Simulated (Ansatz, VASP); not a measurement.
Ti3SnO8 in VASP and in Ansatz

```
CELL_PARAMETERS angstrom
3.02909 0.00000 0.00000
0.00000 6.64121 0.00000
0.00000 0.00000 6.64639
ATOMIC_POSITIONS crystal
Ti 0.00000 0.00000 0.00000
Ti 0.00000 0.50000 0.50000
Ti 0.50000 0.50000 0.00000
Sn 0.50000 0.00000 0.50000
O 0.00000 0.69332 0.00000
O 0.00000 0.20497 0.50000
O 0.50000 0.50000 0.69407
O 0.50000 0.00000 0.18651
O 0.00000 0.30668 0.00000
O 0.00000 0.79503 0.50000
O 0.50000 0.50000 0.30593
O 0.50000 0.00000 0.81349
```

Alike in both runs: functional PBE; k mesh 10 × 4 × 4; occupations gaussian, width 0.02 eV; no spin polarisation.

Ansatz relaxed the structure, and its values are those at the end. VASP's run is a single point on that final structure, the one shown.

```csv
,VASP,Ansatz
version,VASP 6.6.1,Ansatz 0.2.0
potentials or method,"VASP PAW PBE potentials, release 64 (Ti_sv, Sn_d, O), cutoff 520 eV","scalar-relativistic, plane waves, PAW"
valence electrons in the cell,98,98
```

Ansatz gave:

* gap on the k mesh at the Fermi level (eV): 1.77
* least direct gap on the mesh (eV): 1.77
* pressure (GPa): 0.0
* rms of the force components (eV/Å): 0.001

Q: What did VASP give for the same quantities?

A: gap on the k mesh at the Fermi level (eV): 1.75; least direct gap on the mesh (eV): 1.75; pressure (GPa): 0.7; rms of the force components (eV/Å): 0.012.
